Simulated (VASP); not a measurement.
Wanted: the native input for a VASP 6.6.1 run.

```
Task                   : single point
Functional             : PBE
Potentials or basis    : VASP PAW PBE potentials, release 64 (As, O)
Cutoff                 : 520 eV
k mesh                 : 12 × 12 × 12
Occupations            : gaussian, width 0.1 eV
Spin                   : no spin polarisation
Dipole correction      : no
Further INCAR settings : ALGO = Normal; EDIFF = 1e-06; NBANDS = 22
```

The structure of As3O2 lies in POSCAR:

```
As3O2
1.0
    2.8765366210      1.6607691925      2.7190255108
   -2.8765366210      1.6607691925      2.7190255108
    0.0000000000     -3.3215383849      2.7190255108
As O
3 2
Direct
    0.2935315715      0.7064684285      0.0000000000
    0.0000000000      0.2935315715      0.7064684285
    0.7064684285      0.0000000000      0.2935315715
    0.3322959824      0.3322959824      0.3322959824
    0.6677040176      0.6677040176      0.6677040176
```

The input as run:

INCAR

```
  PREC = Accurate
  ENCUT = 520
  EDIFF = 1E-6
  ISMEAR = 0
  SIGMA = 0.1
  LREAL = F
  LASPH = T
  NELM = 100
  ALGO = Normal
  ISIF = 2
  LWAVE = F
  LCHARG = F
  GGA = PE
  NBANDS = 22
```

KPOINTS

```
Automatic mesh
0
Gamma
  12 12 12
```

Potentials or basis: VASP PAW PBE potentials, release 64 (As, O).

Command:

```sh
$ cat potpaw_PBE.64/As/POTCAR potpaw_PBE.64/O/POTCAR > POTCAR
$ mpirun -np 1 vasp_std > vasp.out
```

It gave:

```json
{
  "Pressure": "0.1 GPa",
  "Largest force": "0.029 eV/Å"
}
```

Caveat: an odd number of electrons without spin polarisation forces a metal; a magnetic or distorted state may lie lower.

Wall time 2.6 min on 1 thread of AMD EPYC 9R45 (Zen 5) (shared host), peak memory 0.34 GiB.
